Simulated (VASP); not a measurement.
Input of a VASP 6.6.1 run:

POSCAR

```
MgO
1.0
    2.5176281586      0.0000000000      0.0000000000
    0.0000000000      2.5176281586      0.0000000000
    0.0000000000      0.0000000000      2.5176281586
Mg O
1 1
Direct
    0.0000000000      0.0000000000      0.0000000000
    0.5000000000      0.5000000000      0.5000000000
```

INCAR.step1

```
ALGO = Normal
EDIFF = 1E-5
ENCUT = 520
GGA = PE
ISIF = 2
ISMEAR = 0
LASPH = T
LCHARG = F
LREAL = F
LWAVE = T
NBANDS = 11
NELM = 100
PREC = Accurate
SIGMA = 0.01
```

The input INCAR.step2:

```
ALGO = Normal
EDIFF = 1E-6
ENCUT = 520
GGA = PE
HFSCREEN = 0.2079
ISIF = 2
ISMEAR = 0
ISTART = 1
LASPH = T
LCHARG = F
LHFCALC = T
LREAL = F
LWAVE = F
NBANDS = 11
NELM = 100
PREC = Accurate
PRECFOCK = Normal
SIGMA = 0.01
```

KPOINTS

```
k-points
0
Gamma
  6 6 6
```

Potentials or basis: VASP PAW PBE potentials, release 64 (Mg, O).

Command:

```sh
$ cat potpaw_PBE.64/Mg/POTCAR potpaw_PBE.64/O/POTCAR > POTCAR
$ cp INCAR.step1 INCAR
$ mpirun -np 1 vasp_std > vasp.out
$ cp INCAR.step2 INCAR
$ mpirun -np 1 vasp_std > vasp.out
```

Question: Estimate the band gap on the k mesh.

Answer: 5.53 eV (least direct gap 6.79 eV).

Question: Predict the pressure.

Answer: 23.8 GPa.

Caveat: the cell differs from its parent crystal (strain -4.0%); the cell stands under pressure; the structure was generated, so it needn't be the stable form of MgO; the PAW data sets were made with another functional, which shifts forces and pressure a little. A k mesh can miss the band edges.
